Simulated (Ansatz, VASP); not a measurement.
Ti: VASP beside Ansatz

```
CELL_PARAMETERS angstrom
2.93923 0.00000 0.00000
-1.46961 2.54545 0.00000
0.00000 0.00000 4.64810
ATOMIC_POSITIONS crystal
Ti 0.33333 0.66667 0.25000
Ti 0.66667 0.33333 0.75000
```

Alike in both runs: functional PBE; k mesh 18 × 18 × 10; occupations gaussian, width 0.1 eV; no spin polarisation.

Ansatz relaxed the structure, and its values are those at the end. VASP's run is a single point on that final structure, the one shown.

|  | VASP | Ansatz |
| --- | --- | --- |
| version | VASP 6.6.1 | Ansatz 0.2.0 |
| potentials or method | VASP PAW PBE potentials, release 64 (Ti_sv), cutoff 520 eV | scalar-relativistic, plane waves, PAW |
| valence electrons in the cell | 24 | 24 |

VASP gave:

| Property | Result |
| --- | --- |
| gap on the k mesh at the Fermi level (eV) | none |
| pressure (GPa) | -0.6 |

Q: What did Ansatz give for the same quantities?

A: gap on the k mesh at the Fermi level (eV): none; pressure (GPa): 0.0.

A gap of «none» marks a metal or a gap that the smearing closes.
